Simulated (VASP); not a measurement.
Wanted: the native input for a VASP 6.6.1 run.

| Item | Value |
| --- | --- |
| Task | single point |
| Functional | PBE |
| Potentials or basis | VASP PAW PBE potentials, release 64 (Pd) |
| Cutoff | 520 eV |
| k mesh | 15 × 15 × 15 |
| Occupations | fermi-dirac, width 0.05 eV |
| Spin | collinear spin, ferromagnetic start |
| Starting moments | [0.288] μB |
| Dipole correction | no |
| Further INCAR settings | ALGO = Normal; EDIFF = 1e-06; NBANDS = 15 |

The structure of Pd lies in POSCAR:

```
Pd
1.0
    0.0000000000      1.9737080107      1.9737080107
    1.9737080107      0.0000000000      1.9737080107
    1.9737080107      1.9737080107      0.0000000000
Pd
1
Direct
    0.0000000000      0.0000000000      0.0000000000
```

These files were run (other wordings do the same):

INCAR

```
SYSTEM = Pd
ALGO = Normal
EDIFF = 1E-6
ENCUT = 520
GGA = PE
ISIF = 2
ISMEAR = -1
ISPIN = 2
LASPH = .TRUE.
LCHARG = .FALSE.
LMAXMIX = 4
LORBIT = 11
LREAL = .FALSE.
LWAVE = .FALSE.
MAGMOM = 0.288
NBANDS = 15
NELM = 150
PREC = Accurate
SIGMA = 0.05
```

KPOINTS

```
k-points
0
G
  15 15 15
  0 0 0
```

Potentials or basis: VASP PAW PBE potentials, release 64 (Pd).

Run with:

```sh
$ cat potpaw_PBE.64/Pd/POTCAR > POTCAR
$ mpirun -np 1 vasp_std > vasp.out
```

Results of the run:

The pressure is -1.0 GPa, the net moment is 0.05 μB per cell and the site moments are Pd +0.05 μB. The valence electrons inside the program's atomic spheres are Pd 9.36.

Wall time 84 s on 1 thread of Intel Xeon 8259CL, with other jobs on the host, peak memory 0.18 GiB.
